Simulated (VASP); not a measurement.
Set up this calculation in VASP 6.6.1, as the native input.

| Quantity | Value |
| --- | --- |
| Task | single point |
| Functional | PBEsol |
| Potentials or basis | VASP PAW PBE potentials, release 64 (Mg, O) |
| Cutoff | 520 eV |
| k mesh | 10 × 10 × 10 |
| Occupations | gaussian, width 0.05 eV |
| Spin | no spin polarisation |
| Dipole correction | no |
| Further INCAR settings | ALGO = Normal; EDIFF = 1e-07; NBANDS = 11 |

The structure of MgO lies in POSCAR:

```
MgO
1.0
    0.0000000000      2.1351500000      2.1351500000
    2.1351500000      0.0000000000      2.1351500000
    2.1351500000      2.1351500000      0.0000000000
Mg O
1 1
Direct
    0.0000000000      0.0000000000      0.0000000000
    0.2189892982      0.5000000000      0.5000000000
```

This cell differs from its parent crystal: atom 2 (O) moved by (-0.600, -0.600) A along y and z.

One way to write it, as run:

INCAR

```
PREC     = Accurate       # precision mode
ENCUT    = 520            # plane-wave cutoff, eV
EDIFF    = 1E-7           # SCF threshold, eV
ISMEAR   = 0              # smearing method
SIGMA    = 0.05           # smearing width, eV
LREAL    = False          # projectors in reciprocal space
LASPH    = True           # aspherical terms in the spheres
NELM     = 80             # most SCF steps
ALGO     = Normal         # electronic algorithm
ISIF     = 2              # what is computed and relaxed
LWAVE    = False          # write WAVECAR
LCHARG   = False          # write CHGCAR
GGA      = PS             # functional
NBANDS   = 11             # bands
```

KPOINTS

```
regular mesh
0
Gamma
  10 10 10
```

Potentials or basis: VASP PAW PBE potentials, release 64 (Mg, O).

Launch:

```sh
$ cat potpaw_PBE.64/Mg/POTCAR potpaw_PBE.64/O/POTCAR > POTCAR
$ mpirun -np 1 vasp_std > vasp.out
```

Results of the run:

```
Pressure               : 55.6 GPa
Largest force          : 5.885 eV/Å
Band gap on the k mesh : 3.75 eV, indirect (least direct gap 3.83 eV)
```

Caveat: the cell differs from its parent crystal (atom 2 (O) moved by (-0.600, -0.600) A along y and z); the PAW data sets were made with another functional, which shifts forces and pressure a little.

Wall time 16 s on 1 thread of Intel(R) Xeon(R) Platinum 8559C (Emerald Rapids), on a shared host, peak memory 0.16 GiB.
